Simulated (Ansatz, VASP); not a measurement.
**SnO2 in VASP and in Ansatz**

```xyz
6
Lattice="4.7202 0.0000 0.0000 0.0000 4.7202 0.0000 0.0000 0.0000 3.1888" Properties=species:S:1:pos:R:3 pbc="T T T"
Sn    0.0000    0.0000    0.0000
Sn    2.3601    2.3601    1.5944
O     1.4447    1.4447    0.0000
O     3.2754    3.2754    0.0000
O     0.9154    3.8048    1.5944
O     3.8048    0.9154    1.5944
```

Alike in both runs: functional LDA; k mesh 6 × 6 × 8; occupations gaussian, width 0.02 eV; no spin polarisation.

Ansatz relaxed the structure, and its values are those at the end. VASP's run is a single point on that final structure, the one shown.

|  | VASP | Ansatz |
| --- | --- | --- |
| version | VASP 6.6.1 | Ansatz 0.2.0 |
| potentials or method | VASP PAW LDA potentials, release 64 (Sn_d, O), cutoff 600 eV | scalar-relativistic, plane waves, PAW |
| valence electrons in the cell | 52 | 52 |

|  | VASP | Ansatz | Ansatz less VASP |
| --- | --- | --- | --- |
| gap on the k mesh at the Fermi level (eV) | 1.21 | 1.18 | -0.030 |
| least direct gap on the mesh (eV) | 1.21 | 1.18 | -0.030 |
| pressure (GPa) | 1.2 | 0.0 | -1.19 |
| rms of the force components (eV/Å) | 0.012 | 0.000 | -0.0124 |

Ansatz warns that its potentials were made for another functional, while VASP's fit it. LDA's correlation is that of Perdew and Zunger in VASP and of Perdew and Wang (1992) in Ansatz.
